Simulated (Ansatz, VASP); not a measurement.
## Two plane-wave programs on PbS

Contents of INCAR:

```
SYSTEM = PbS
PREC = Accurate
ENCUT = 520
EDIFF = 1E-6
ISMEAR = 1
SIGMA = 0.02
LREAL = .FALSE.
LASPH = .TRUE.
NELM = 150
ALGO = Normal
ISIF = 2
LWAVE = .FALSE.
LCHARG = .FALSE.
LNONCOLLINEAR = .TRUE.
MAGMOM = 0 0 0 0 0 0 0 0 0 0 0 0
LORBIT = 11
LSORBIT = .TRUE.
GGA_COMPAT = .FALSE.
LORBMOM = .TRUE.
GGA = PS
NBANDS = 54
```

KPOINTS

```
Automatic mesh
0
G
  4 4 4
  0 0 0
```

Contents of POSCAR:

```
PbS
1.0
    2.0799526900     -5.9912968600      0.0000000000
    2.0799526900      5.9912968600      0.0000000000
    0.0000000000      0.0000000000      4.2793209400
Pb S
2 2
Direct
    0.8694366500      0.1305633500      0.7500000000
    0.1305633500      0.8694366500      0.2500000000
    0.6452029100      0.3547970900      0.7500000000
    0.3547970900      0.6452029100      0.2500000000
```

Input for Ansatz:

```yaml
crystal:
  lattice:
    - [2.07995269, -5.99129686, 0.0]
    - [2.07995269, 5.99129686, 0.0]
    - [0.0, 0.0, 4.27932094]
  atoms:
    - { symbol: Pb, position: [0.86943665, 0.13056335000000002, 0.75] }
    - { symbol: Pb, position: [0.13056335000000002, 0.86943665, 0.25] }
    - { symbol: S, position: [0.64520291, 0.35479709000000004, 0.75] }
    - { symbol: S, position: [0.35479709, 0.64520291, 0.25] }
kpoints:
  mp_grid:
    grid: [4, 4, 4]
hamiltonian:
  xc: pbesol
magnetization:
  noncollinear: true
  spin_orbit: true
scf:
  convergence:
    dr2_threshold: 1.0e-08
  occupations:
    method: cold
    width: 0.02
output:
  eigenvalues: true
```

Alike in both runs: task single point; functional PBEsol; k mesh 4 × 4 × 4; non-collinear spin, spin-orbit coupling.

|  | VASP | Ansatz |
| --- | --- | --- |
| version | VASP 6.6.1 | Ansatz 0.2.0 |
| potentials or method | VASP PAW PBE potentials, release 64 (Pb_d, S) | plane waves, PAW |
| plane-wave cutoff (eV) | 520 | 420 |
| occupations | methfessel-paxton of order 1, width 0.02 eV | cold, width 0.02 eV |
| valence electrons in the cell | 40 | 40 |

```csv
,VASP,Ansatz,Ansatz less VASP
net moment per atom (μB),0.00,0.00,0.000
```

VASP's potentials were made for PBE, not for PBEsol.

The k mesh is coarse, so the values compare programs but aren't converged.
